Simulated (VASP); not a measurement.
Here is a VASP 6.6.1 calculation.

File INCAR:

```
PREC = Accurate
ENCUT = 520
EDIFF = 1E-6
ISMEAR = 0
SIGMA = 0.05
LREAL = F
LASPH = T
NELM = 60
ALGO = Normal
ISIF = 2
LWAVE = F
LCHARG = T
GGA = PS
LELF = T
LVHAR = T
NBANDS = 15
```

KPOINTS

```
Automatic mesh
0
Gamma
  6 6 6
```

File POSCAR:

```
KCl
1.0
    3.8391960000      0.0000000000      0.0000000000
    0.0000000000      3.8391960000      0.0000000000
    0.0000000000      0.0000000000      3.8391960000
K Cl
1 1
Direct
    0.0000000000      0.0000000000      0.0000000000
    0.4815819046      0.4815819046      0.5000000000
```

Potentials or basis: VASP PAW PBE potentials, release 64 (K_sv, Cl).

Command:

```bash
$ cat potpaw_PBE.64/K_sv/POTCAR potpaw_PBE.64/Cl/POTCAR > POTCAR
$ mpirun -np 1 vasp_std > vasp.out
```

**Question.** Predict the largest force.

**Answer.** 0.051 eV/Å.

**Question.** What does it give for the band gap on the k mesh?

**Answer.** 4.62 eV (least direct gap 4.83 eV).

**Question.** Estimate the pressure.

**Answer.** -1.4 GPa.

Forces in eV/Å, atoms in the order of the input:
```
K   -0.036 -0.036  0.000
Cl   0.036  0.036  0.000
```

Caveat: the cell differs from its parent crystal (atom 2 (Cl) moved by (-0.100, +0.000) A along [1 1 0] and z); the PAW data sets were made with another functional, which shifts forces and pressure a little. A k mesh can miss the band edges.
